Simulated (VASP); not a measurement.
# Ta2B2O (P-3m1) in VASP: single point with PBE

Aim: the single point of Ta2B2O with PBE.

Program: VASP 6.6.1. These are calculated values, not measurements. Logs are shortened: lines on timing, memory, paths and dates and some standing lists are left out, and cuts for length are marked.

**1. The cell of the first run**

It takes space group P-3m1 (No. 164, trigonal). Conventional cell: a = 4.118 Å, b = 4.118 Å, c = 4.537 Å, α = 90.00°, β = 90.00°, γ = 120.00°. Within 3.2 Å of Ta (site symmetry 3m) lie 6 B at 2.39 to 2.80 Å and 3 Ta at 2.69 Å and 3 O at 2.89 Å. Within 1.9 Å of B (site symmetry 3m) lie 1 O at 1.42 Å and 1 B at 1.70 Å. Within 1.9 Å of O (site symmetry -3m) lie 2 B at 1.42 Å.

**2. Single point, PBE**

Input file INCAR:

```
ALGO = Normal
EDIFF = 1E-6
ENCUT = 520
GGA = PE
ISIF = 2
ISMEAR = 0
LASPH = True
LCHARG = False
LREAL = False
LWAVE = False
NBANDS = 25
NELM = 100
PREC = Accurate
SIGMA = 0.1
```

Input file KPOINTS:

```
k-points
0
Gamma
  12 12 8
```

Input file POSCAR:

```
Ta2B2O
1.0
    4.1177548213      0.0000000000      0.0000000000
   -2.0588774107      3.5660802818      0.0000000000
    0.0000000000      0.0000000000      4.5365826383
Ta B O
2 2 1
Direct
    0.3333333333      0.6666666667      0.3619136952
    0.6666666667      0.3333333333      0.6380863048
    0.0000000000      0.0000000000      0.3129087975
    0.0000000000      0.0000000000      0.6870912025
    0.0000000000      0.0000000000      0.0000000000
```

Potentials or basis: VASP PAW PBE potentials, release 64 (Ta_pv, B, O).

The run is started by

```console
> cat potpaw_PBE.64/Ta_pv/POTCAR potpaw_PBE.64/B/POTCAR potpaw_PBE.64/O/POTCAR > POTCAR
> mpirun -np 1 vasp_std > vasp.out
```

OUTCAR:

```text
EDIFF = 1E-6
   ENCUT = 520
   GGA = PE
   ISIF = 2
   ISMEAR = 0
   LASPH = True
   LREAL = False
   NELM = 100
   PREC = Accurate

 ion  position               nearest neighbor table
   1  0.333  0.667  0.362-   3 2.39   3 2.39   3 2.39   2 2.69   2 2.69   2 2.69   4 2.80   4 2.80
                             4 2.80
   2  0.667  0.333  0.638-   4 2.39   4 2.39   4 2.39   1 2.69   1 2.69   1 2.69   3 2.80   3 2.80
                             3 2.80
   3  0.000  0.000  0.313-   5 1.42   4 1.70   1 2.39   1 2.39   1 2.39   2 2.80   2 2.80   2 2.80

   4  0.000  0.000  0.687-   5 1.42   3 1.70   2 2.39   2 2.39   2 2.39   1 2.80   1 2.80   1 2.80

   5  0.000  0.000  0.000-   3 1.42   4 1.42

  LATTYP: Found a hexagonal cell.
 ALAT       =     4.1177548213
 C/A-ratio  =     1.1017126651

  Lattice vectors:

 A1 = (   4.1177548213,   0.0000000000,   0.0000000000)
 A2 = (  -2.0588774107,   3.5660802818,   0.0000000000)
 A3 = (   0.0000000000,   0.0000000000,   4.5365826383)

Analysis of symmetry for initial positions (statically):
=====================================================================
 Subroutine PRICEL returns:
 Original cell was already a primitive cell.

 Routine SETGRP: Setting up the symmetry group for a
 hexagonal supercell.

 Subroutine GETGRP returns: Found 12 space group operations
 (whereof 12 operations were pure point group operations)
 out of a pool of 24 trial point group operations.

The static configuration has the point symmetry D_3d.

Analysis of symmetry for dynamics (positions and initial velocities):
=====================================================================
 Subroutine PRICEL returns:
 Original cell was already a primitive cell.

 Routine SETGRP: Setting up the symmetry group for a
 hexagonal supercell.

 Subroutine GETGRP returns: Found 12 space group operations
 (whereof 12 operations were pure point group operations)
 out of a pool of 24 trial point group operations.

The dynamic configuration has the point symmetry D_3d.

 Subroutine INISYM returns: Found 12 space group operations
 (whereof 12 operations are pure point group operations),
 and found     1 'primitive' translations

----------------------------------------------------------------------------------------

                                     Primitive cell

  volume of cell :      66.6163

  direct lattice vectors                    reciprocal lattice vectors
[... 95 lines left out ...]
   EDIFFG = 0.1E-04   stopping-criterion for IOM
   NSW    =      0    number of steps for IOM
   IBRION =     -1    ionic relax: 0-MD 1-quasi-New 2-CG
   NFREE  =      0    steps in history (QN), initial steepest desc. (CG)
   ISIF   =      2    stress and relaxation
   ISYM   =      2    0-nonsym 1-usesym 2-fastsym
   POTIM  = 0.5000    time-step for ionic-motion
   TEBEG  =    0.0;   TEEND  =   0.0 temperature during run
   PSTRESS=    0.0 pullay stress
   NELECT =      34.0000    total number of electrons
   NUPDOWN=      -1.0000    fix difference up-down
   EMIN   =  10.00;   EMAX   =-10.00  energy-range for DOS
   EFERMI =   0.00;   METHOD = LEGACY
   ISMEAR =     0;   SIGMA  =   0.10  broadening in eV -4-tet -1-fermi 0-gaus
   EFERMI_NEDOS =   21; number of points for ismear=-14 and -15
   IALGO  =     38    algorithm
   IMIX   =      4    mixing-type and parameters
     AMIX     =   0.40;   BMIX     =  1.00
     AMIX_MAG =   1.60;   BMIX_MAG =  1.00
  volume/ion in A,a.u.               =      13.32        89.91
  Fermi-wavevector in a.u.,A,eV,Ry     =   1.308301  2.472330 23.288431  1.711651
  Thomas-Fermi vector in A             =   2.438977
   LORBIT       =      0    0 simple, 1 ext, 2 COOP (PROOUT), +10 PAW based schemes
   GGA     = PE    functional components
   LHFCALC =     F    Hartree Fock is set to
   AEXX    =    0.0000 exact exchange contribution
   IVDW    =     0    specifies the selected vdW correction
   LEPSILON=     F    determine dielectric tensor
   LRPA    =     F    only Hartree local field effects (RPA)
 non-spin polarized calculation
 Gauss-broadening in eV      SIGMA  =   0.10
  energy-cutoff  :      520.00
  volume of cell :       66.62
 maximum number of plane-waves:      1847
 NGX is ok and might be reduce to    32
   NGX = 15   NGY = 15   NGZ = 17

 number of electron      33.9999999 magnetization

 Free energy of the ion-electron system (eV)
  ---------------------------------------------------
  ext. energy  EPLUGINS =         0.00000000
  ---------------------------------------------------
  free energy    TOTEN  =       -40.33713352 eV

  energy without entropy =      -40.32802158  energy(sigma->0) =      -40.33257755

 E-fermi :   5.3306     XC(G=0): -11.3634

 val. band max:        5.3080782099   @ k =   0.3333   0.3333   0.0000
 cond. band min:       5.3340868614   @ k =   0.1667   0.0833   0.3750
 fundamental gap:      0.0260086515
 Fermi energy:         5.3306267444

 k-point     1 :       0.0000    0.0000    0.0000
  band No.  band energies     occupation
      1     -29.3640      2.00000
      2     -29.3640      2.00000
      3     -29.2610      2.00000
      4     -28.9912      2.00000
      5     -28.7308      2.00000
      6     -28.7308      2.00000
[... 661 lines left out ...]
     24       9.5354      0.00000
     25      10.1425      0.00000

 [... further k-points ...]

------------------------ aborting loop because EDIFF is reached ----------------------------------------

  FORCE on cell =-STRESS in cart. coord.  units (eV):
  Direction    XX          YY          ZZ          XY          YZ          ZX
  --------------------------------------------------------------------------------------
  -------------------------------------------------------------------------------------
  Total        0.0324432      0.0324432      0.0601241     -0.0000000     -0.0000000      0.0000000
  in kB        0.7802865      0.7802865      1.4460342     -0.0000000     -0.0000000      0.0000000
  external PRESSURE =       1.0022024 kB  Pullay stress =       0.0000000 kB

 VOLUME and BASIS-vectors are now :
 -----------------------------------------------------------------------------
  energy-cutoff  :      520.00
  volume of cell :       66.62
      direct lattice vectors                 reciprocal lattice vectors
     4.117754821  0.000000000  0.000000000     0.242850787  0.140209967  0.000000000
    -2.058877411  3.566080282  0.000000000     0.000000000  0.280419935  0.000000000
     0.000000000  0.000000000  4.536582638     0.000000000  0.000000000  0.220430240

 POSITION                                       TOTAL-FORCE (eV/Angst)
 -----------------------------------------------------------------------------------
     -0.00000      2.37739      1.64185        -0.000000      0.000000     -0.012474
      2.05888      1.18869      2.89473         0.000000     -0.000000      0.012474
      0.00000      0.00000      1.41954        -0.000000     -0.000000      0.025541
      0.00000      0.00000      3.11705         0.000000      0.000000     -0.025541
      0.00000      0.00000      0.00000        -0.000000     -0.000000      0.000000
 -----------------------------------------------------------------------------------
    total drift:                               -0.000000      0.000000     -0.000000

  FREE ENERGIE OF THE ION-ELECTRON SYSTEM (eV)
  ---------------------------------------------------
  free  energy   TOTEN  =       -40.3371335231 eV

  energy  without entropy=      -40.3280215800  energy(sigma->0) =      -40.33257755
```

stdout:

```text
POSCAR found type information on POSCAR TaB O
 POSCAR found :  3 types and       5 ions
 scaLAPACK will be used
 LDA part: xc-table for (Slater+PW92), standard interpolation
 POSCAR, INCAR and KPOINTS ok, starting setup
 FFT: planning ... GRIDC
 FFT: planning ... GRID_SOFT
 FFT: planning ... GRID
 WAVECAR not read
 entering main loop
```

Wall time 3.7 min (1 thread of Intel Xeon Platinum 8375C at 2.90GHz (Ice Lake), shared host); peak memory 0.34 GiB.

Results:

* Free energy: -40.3371 eV
* Pressure: 0.1 GPa
* Largest force: 0.026 eV/Å
* Band gap on the k mesh: zero (bands 17 and 18 overlap by 0.72 eV)

Forces on the atoms (eV/Å):
```
Ta   0.000  0.000 -0.012
Ta   0.000  0.000  0.012
B    0.000  0.000  0.026
B    0.000  0.000 -0.026
O    0.000  0.000  0.000
```

Levels at points of the mesh, in eV from the Fermi level:
```
           k point  band 15  band 16  band 17  band 18  band 19  band 20
(0.00, 0.00, 0.00)    -2.59    -2.29    -2.28     2.30     2.30     2.79
(0.50, 0.00, 0.00)    -1.58    -0.95    -0.67    -0.35     1.19     1.44
(0.00, 0.00, 0.50)    -1.23    -1.23    -0.14     0.74     1.01     1.01
(0.50, 0.00, 0.50)    -1.32    -0.83    -0.73     0.48     0.87     1.62
```

Caveat: spin-orbit coupling is left out, which moves the levels of the heavy elements.

The gap in the log of VASP goes by the Fermi energy; the results here count the filled bands.